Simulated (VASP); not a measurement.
# W3N4 (Pm-3m) in VASP: single point with PBE

Aim: the single point of W3N4 with PBE.

Everything below comes from runs of VASP 6.6.1. Logs are shortened: lines on timing, memory, paths and dates and some standing lists are left out, and cuts for length are marked.

### Step 1. The cell of the first run

The structure is cubic, space group Pm-3m (No. 221). Conventional cell: a = 4.122 Å, b = 4.122 Å, c = 4.122 Å, α = 90.00°, β = 90.00°, γ = 90.00°. W (site symmetry 4/mmm) has 6 N at 2.06 Å within 2.7 Å. N (site symmetry m-3m) has 6 W at 2.06 Å within 2.7 Å. Within 2.7 Å of N (site symmetry 4/mmm) lie 4 W at 2.06 Å.

### Step 2. Single point, PBE

File INCAR:

```
SYSTEM = W3N4
ALGO = Normal
EDIFF = 1E-7
ENCUT = 520
GGA = PE
ISIF = 2
ISMEAR = 0
LASPH = .True.
LCHARG = .True.
LELF = .True.
LREAL = .False.
LVHAR = .True.
LWAVE = .False.
NBANDS = 40
NELM = 60
PREC = Accurate
SIGMA = 0.05
```

File KPOINTS:

```
k-points
0
Gamma
  6 6 6
  0 0 0
```

File POSCAR:

```
W3N4
1.0
    4.1220000000      0.0000000000      0.0000000000
    0.0000000000      4.1220000000      0.0000000000
    0.0000000000      0.0000000000      4.1220000000
W N
3 4
Direct
    0.5000000000      0.5000000000      0.0000000000
    0.0000000000      0.5000000000      0.5000000000
    0.5000000000      0.0000000000      0.5000000000
    0.5000000000      0.5000000000      0.5000000000
    0.5000000000      0.0000000000      0.0000000000
    0.0000000000      0.5000000000      0.0000000000
    0.0000000000      0.0000000000      0.5000000000
```

Potentials or basis: VASP PAW PBE potentials, release 64 (W_sv, N).

On the command line:

```
> cat potpaw_PBE.64/W_sv/POTCAR potpaw_PBE.64/N/POTCAR > POTCAR
> mpirun -np 1 vasp_std > vasp.out
```

OUTCAR:

```text
SYSTEM = W3N4
   EDIFF = 1E-7
   ENCUT = 520
   GGA = PE
   ISIF = 2
   ISMEAR = 0
   LASPH = .True.
   LREAL = .False.
   NELM = 60
   PREC = Accurate

 ion  position               nearest neighbor table
   1  0.500  0.500  0.000-   4 2.06   5 2.06   6 2.06   4 2.06   5 2.06   6 2.06   3 2.91   3 2.91
                             3 2.91   2 2.91   3 2.91   2 2.91   2 2.91   2 2.91
   2  0.000  0.500  0.500-   4 2.06   6 2.06   7 2.06   6 2.06   7 2.06   4 2.06   3 2.91   3 2.91
                             1 2.91   1 2.91   3 2.91   1 2.91   1 2.91   3 2.91
   3  0.500  0.000  0.500-   4 2.06   5 2.06   7 2.06   5 2.06   4 2.06   7 2.06   2 2.91   1 2.91
                             2 2.91   1 2.91   1 2.91   2 2.91   1 2.91   2 2.91
   4  0.500  0.500  0.500-   1 2.06   2 2.06   3 2.06   1 2.06   3 2.06   2 2.06
   5  0.500  0.000  0.000-   1 2.06   3 2.06   3 2.06   1 2.06
   6  0.000  0.500  0.000-   1 2.06   2 2.06   2 2.06   1 2.06
   7  0.000  0.000  0.500-   2 2.06   3 2.06   2 2.06   3 2.06

  LATTYP: Found a simple cubic cell.
 ALAT       =     4.1220000000

  Lattice vectors:

 A1 = (   4.1220000000,   0.0000000000,   0.0000000000)
 A2 = (   0.0000000000,   4.1220000000,   0.0000000000)
 A3 = (   0.0000000000,   0.0000000000,   4.1220000000)

Analysis of symmetry for initial positions (statically):
=====================================================================
 Subroutine PRICEL returns:
 Original cell was already a primitive cell.

 Routine SETGRP: Setting up the symmetry group for a
 simple cubic supercell.

 Subroutine GETGRP returns: Found 48 space group operations
[... 9 lines left out ...]

 Routine SETGRP: Setting up the symmetry group for a
 simple cubic supercell.

 Subroutine GETGRP returns: Found 48 space group operations
[... 11 lines left out ...]
                                     Primitive cell

  volume of cell :      70.0364

  direct lattice vectors                    reciprocal lattice vectors
     4.122000000  0.000000000  0.000000000     0.242600679  0.000000000  0.000000000
     0.000000000  4.122000000  0.000000000     0.000000000  0.242600679  0.000000000
     0.000000000  0.000000000  4.122000000     0.000000000  0.000000000  0.242600679

  length of vectors
     4.122000000  4.122000000  4.122000000     0.242600679  0.242600679  0.242600679

  position of ions in fractional coordinates (direct lattice)
     0.500000000  0.500000000  0.000000000
     0.000000000  0.500000000  0.500000000
     0.500000000  0.000000000  0.500000000
     0.500000000  0.500000000  0.500000000
     0.500000000  0.000000000  0.000000000
     0.000000000  0.500000000  0.000000000
     0.000000000  0.000000000  0.500000000

  ion indices of the primitive-cell ions
   primitive index   ion index
                 1           1
                 2           2
                 3           3
                 4           4
                 5           5
                 6           6
                 7           7

----------------------------------------------------------------------------------------

 KPOINTS: k-points

Automatic generation of k-mesh.
 Grid dimensions read from file:
 generate k-points for:    6    6    6

 Generating k-lattice:

  Cartesian coordinates                     Fractional coordinates (reciprocal lattice)
     0.040433447  0.000000000  0.000000000     0.166666667  0.000000000  0.000000000
     0.000000000  0.040433447  0.000000000     0.000000000  0.166666667  0.000000000
     0.000000000  0.000000000  0.040433447     0.000000000  0.000000000  0.166666667

  Length of vectors
     0.040433447  0.040433447  0.040433447

  Shift w.r.t. Gamma in fractional coordinates (k-lattice)
     0.000000000  0.000000000  0.000000000

 Subroutine IBZKPT returns following result:
 ===========================================

 Found     20 irreducible k-points:

 Following reciprocal coordinates:
            Coordinates               Weight
  0.000000  0.000000  0.000000      1.000000
  0.166667  0.000000  0.000000      6.000000
  0.333333  0.000000  0.000000      6.000000
  0.500000  0.000000  0.000000      3.000000
  0.166667  0.166667  0.000000     12.000000
  0.333333  0.166667  0.000000     24.000000
[... 12 lines left out ...]
  0.500000  0.500000  0.333333      6.000000
  0.500000  0.500000  0.500000      1.000000
   k-points           NKPTS =     20   k-points in BZ     NKDIM =     20   number of bands    NBANDS=     40
   number of dos      NEDOS =    301   number of ions     NIONS =      7
   total plane-waves  NPLWV =  32768
   dimension x,y,z NGX =    32 NGY =   32 NGZ =   32
   dimension x,y,z NGXF=    64 NGYF=   64 NGZF=   64
   ions per type =               3   4
   NGX,Y,Z   is equivalent  to a cutoff of  12.91, 12.91, 12.91 a.u.
   NGXF,Y,Z  is equivalent  to a cutoff of  25.81, 25.81, 25.81 a.u.
 SYSTEM =  W3N4
   PREC   = accura    normal or accurate (medium, high low for compatibility)
   ISTART =      0    job   : 0-new  1-cont  2-samecut
   ICHARG =      2    charge: 1-file 2-atom 10-const
   ISPIN  =      1    spin polarized calculation?
   LNONCOLLINEAR =      F non collinear calculations
   LSORBIT =      F    spin-orbit coupling
   LASPH  =      T    aspherical Exc in radial PAW
   ENCUT  =  520.0 eV  38.22 Ry    6.18 a.u.   7.66  7.66  7.66*2*pi/ulx,y,z
   NELM   =     60;   NELMIN=  2; NELMDL= -5     # of ELM steps
   EDIFF  = 0.1E-06   stopping-criterion for ELM
   LREAL  =      F    real-space projection
   EDIFFG = 0.1E-05   stopping-criterion for IOM
   NSW    =      0    number of steps for IOM
   IBRION =     -1    ionic relax: 0-MD 1-quasi-New 2-CG
   NFREE  =      0    steps in history (QN), initial steepest desc. (CG)
   ISIF   =      2    stress and relaxation
   ISYM   =      2    0-nonsym 1-usesym 2-fastsym
   POTIM  = 0.5000    time-step for ionic-motion
   TEBEG  =    0.0;   TEEND  =   0.0 temperature during run
   PSTRESS=    0.0 pullay stress
   NELECT =      62.0000    total number of electrons
   NUPDOWN=      -1.0000    fix difference up-down
   EMIN   =  10.00;   EMAX   =-10.00  energy-range for DOS
   EFERMI =   0.00;   METHOD = LEGACY
   ISMEAR =     0;   SIGMA  =   0.05  broadening in eV -4-tet -1-fermi 0-gaus
   EFERMI_NEDOS =   21; number of points for ismear=-14 and -15
   IALGO  =     38    algorithm
   IMIX   =      4    mixing-type and parameters
     AMIX     =   0.40;   BMIX     =  1.00
     AMIX_MAG =   1.60;   BMIX_MAG =  1.00
  volume/ion in A,a.u.               =      10.01        67.52
  Fermi-wavevector in a.u.,A,eV,Ry     =   1.571921  2.970500 33.619124  2.470936
  Thomas-Fermi vector in A             =   2.673433
   LORBIT       =      0    0 simple, 1 ext, 2 COOP (PROOUT), +10 PAW based schemes
   GGA     = PE    functional components
   LHFCALC =     F    Hartree Fock is set to
   AEXX    =    0.0000 exact exchange contribution
   IVDW    =     0    specifies the selected vdW correction
   LEPSILON=     F    determine dielectric tensor
   LRPA    =     F    only Hartree local field effects (RPA)
 non-spin polarized calculation
 Gauss-broadening in eV      SIGMA  =   0.05
  energy-cutoff  :      520.00
  volume of cell :       70.04
 maximum number of plane-waves:      1924
 NGX is ok and might be reduce to    32
   NGX = 15   NGY = 15   NGZ = 15

 number of electron      62.0000007 magnetization

 Free energy of the ion-electron system (eV)
  ---------------------------------------------------
  ext. energy  EPLUGINS =         0.00000000
  ---------------------------------------------------
  free energy    TOTEN  =       -72.02526050 eV

  energy without entropy =      -72.01448886  energy(sigma->0) =      -72.01987468

 E-fermi :  11.6491     XC(G=0): -13.3790

 val. band max:       11.6471667169   @ k =   0.5000   0.0000   0.0000
 cond. band min:      11.6579331606   @ k =   0.5000   0.1667   0.1667
 fundamental gap:      0.0107664437
 Fermi energy:        11.6490614461

 k-point     1 :       0.0000    0.0000    0.0000
  band No.  band energies     occupation
      1     -64.1296      2.00000
      2     -64.0406      2.00000
      3     -64.0406      2.00000
      4     -28.8780      2.00000
      5     -28.8780      2.00000
      6     -28.8780      2.00000
[... 32 lines left out ...]
     39      14.5792      0.00000
     40      14.5792      0.00000

 k-point     2 :       0.1667    0.0000    0.0000
  band No.  band energies     occupation
      1     -64.1244      2.00000
      2     -64.0458      2.00000
      3     -64.0406      2.00000
      4     -28.8554      2.00000
      5     -28.8554      2.00000
      6     -28.8438      2.00000
[... 32 lines left out ...]
     39      14.3481      0.00000
     40      14.5815      0.00000

 k-point     3 :       0.3333    0.0000    0.0000
  band No.  band energies     occupation
      1     -64.1108      2.00000
      2     -64.0593      2.00000
      3     -64.0405      2.00000
      4     -28.8040      2.00000
      5     -28.8040      2.00000
      6     -28.7519      2.00000
[... 32 lines left out ...]
     39      14.4566      0.00000
     40      14.5862      0.00000

 k-point     4 :       0.5000    0.0000    0.0000
  band No.  band energies     occupation
      1     -64.0998      2.00000
      2     -64.0701      2.00000
      3     -64.0404      2.00000
      4     -28.7740      2.00000
      5     -28.7740      2.00000
      6     -28.6760      2.00000
[... 32 lines left out ...]
     39      14.5886      0.00000
     40      15.1312      0.00000
[... 600 lines left out ...]
     39      17.9239      0.00000
     40      18.6217      0.00000

 k-point    19 :       0.5000    0.5000    0.3333
  band No.  band energies     occupation
      1     -64.0697      2.00000
      2     -64.0697      2.00000
      3     -64.0697      2.00000
      4     -29.3048      2.00000
      5     -28.6801      2.00000
      6     -28.6337      2.00000
[... 32 lines left out ...]
     39      18.2251      0.00000
     40      18.2251      0.00000

 k-point    20 :       0.5000    0.5000    0.5000
  band No.  band energies     occupation
      1     -64.0696      2.00000
      2     -64.0696      2.00000
      3     -64.0696      2.00000
      4     -29.3651      2.00000
      5     -28.6796      2.00000
      6     -28.6796      2.00000
[... 32 lines left out ...]
     39      17.6189      0.00000
     40      17.6189      0.00000

------------------------ aborting loop because EDIFF is reached ----------------------------------------

  FORCE on cell =-STRESS in cart. coord.  units (eV):
  Direction    XX          YY          ZZ          XY          YZ          ZX
  --------------------------------------------------------------------------------------
  -------------------------------------------------------------------------------------
  Total       12.8246355     12.8246355     12.8246355      0.0000000     -0.0000000      0.0000000
  in kB      293.3807742    293.3807742    293.3807742      0.0000000     -0.0000000      0.0000000
  external PRESSURE =     293.3807742 kB  Pullay stress =       0.0000000 kB

 VOLUME and BASIS-vectors are now :
 -----------------------------------------------------------------------------
  energy-cutoff  :      520.00
  volume of cell :       70.04
      direct lattice vectors                 reciprocal lattice vectors
     4.122000000  0.000000000  0.000000000     0.242600679  0.000000000  0.000000000
     0.000000000  4.122000000  0.000000000     0.000000000  0.242600679  0.000000000
     0.000000000  0.000000000  4.122000000     0.000000000  0.000000000  0.242600679

 POSITION                                       TOTAL-FORCE (eV/Angst)
 -----------------------------------------------------------------------------------
      2.06100      2.06100      0.00000         0.000000      0.000000      0.000000
      0.00000      2.06100      2.06100         0.000000      0.000000      0.000000
      2.06100      0.00000      2.06100         0.000000      0.000000      0.000000
      2.06100      2.06100      2.06100         0.000000      0.000000      0.000000
      2.06100      0.00000      0.00000         0.000000      0.000000      0.000000
      0.00000      2.06100      0.00000         0.000000      0.000000      0.000000
      0.00000      0.00000      2.06100         0.000000      0.000000      0.000000
 -----------------------------------------------------------------------------------
    total drift:                                0.000000     -0.000000     -0.000000

  FREE ENERGIE OF THE ION-ELECTRON SYSTEM (eV)
  ---------------------------------------------------
  free  energy   TOTEN  =       -72.0252604972 eV

  energy  without entropy=      -72.0144888575  energy(sigma->0) =      -72.01987468
```

Wall time 56 s (1 thread of AMD EPYC 7R13 (Zen 3), shared host); peak memory 0.17 GiB.

Results:

```yaml
Free_energy: -72.0253 eV
Pressure: 29.3 GPa
Band_gap_on_the_k_mesh: zero (band 31 reaches 12.87 eV, above the bottom of band 32 at 10.07 eV)
```

Levels at points of the mesh, in eV from the Fermi level:
| k point | band 29 | band 30 | band 31 | band 32 | band 33 | band 34 |
| --- | --- | --- | --- | --- | --- | --- |
| (0.00, 0.00, 0.00) | -2.29 | -2.29 | -2.29 | -0.90 | -0.90 | -0.90 |
| (0.50, 0.00, 0.00) | -3.61 | -1.81 | -0.04 | -0.04 | 0.00 | 0.19 |
| (0.50, 0.50, 0.00) | -0.59 | 0.34 | 0.36 | 0.52 | 0.52 | 1.36 |
| (0.50, 0.50, 0.50) | 1.22 | 1.22 | 1.22 | 1.79 | 1.79 | 1.79 |

Caveat: spin-orbit coupling is left out, which moves the levels of the heavy elements.
